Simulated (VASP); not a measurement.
Crystal: Be2ZnTe2O.

```
Be Zn Te O
1.0
    -2.51179    2.51179    5.04964
     2.51179   -2.51179    5.04964
     2.51179    2.51179   -5.04964
Be Zn Te O
2 1 2 1
Direct
  0.75000 0.25000 0.50000
  0.25000 0.75000 0.50000
  0.50000 0.50000 0.00000
  0.20635 0.20635 0.00000
  0.79365 0.79365 0.00000
  0.00000 0.00000 0.00000
```

The cell was built from a structure type or drawn by symmetry, and may not be a known phase.

| Property | Result |
| --- | --- |
| Program | VASP 6.6.1 |
| Task | relaxation of cell and atoms |
| Functional | PBE |
| Potentials or basis | VASP PAW PBE potentials, release 64 (Be, Zn, Te, O) |
| Cutoff | 600 eV |
| k mesh | 6 × 6 × 6 |
| Occupations | gaussian, width 0.1 eV |
| Spin | no spin polarisation |

At the start: pressure 0.2 GPa; volume 21.24 Å³/atom.

**Question.** Where does the relaxation end?

**Answer.** Over 11 steps the energy falls by 6.3 meV/atom and the volume is 21.45 Å³/atom (+1.0 %); space group I4/mmm (No. 139, to 0.1 Å) before and after.

Step by step:
```
step  energy change (eV)  largest force (eV/Å)  pressure (GPa)  volume (Å³)
   1              0.0000                0.1414            0.18       127.43
   2             -0.0044                0.1840           -0.01       127.87
   3             -0.0111                0.3017           -0.56       129.17
   4             -0.0133                0.2905           -0.52       129.15
   5             -0.0197                0.2512           -0.46       129.10
   6             -0.0300                0.1493           -0.31       128.99
   7             -0.0355                0.1610            0.08       128.75
   8             -0.0365                0.0560           -0.07       128.82
   9             -0.0365                0.0660           -0.03       128.82
  10             -0.0374                0.0430            0.01       128.74
  11             -0.0377                0.0278            0.03       128.69
```

Final structure:
```yaml
crystal:
  lattice:
    - [-2.46975, 2.46975, 5.27460]
    - [2.46975, -2.46975, 5.27460]
    - [2.46975, 2.46975, -5.27460]
  atoms:
    - { symbol: Be, position: [0.75000, 0.25000, 0.50000] }
    - { symbol: Be, position: [0.25000, 0.75000, 0.50000] }
    - { symbol: Zn, position: [0.50000, 0.50000, 0.00000] }
    - { symbol: Te, position: [0.19463, 0.19463, 0.00000] }
    - { symbol: Te, position: [0.80537, 0.80537, 0.00000] }
    - { symbol: O, position: [0.00000, 0.00000, 0.00000] }
```
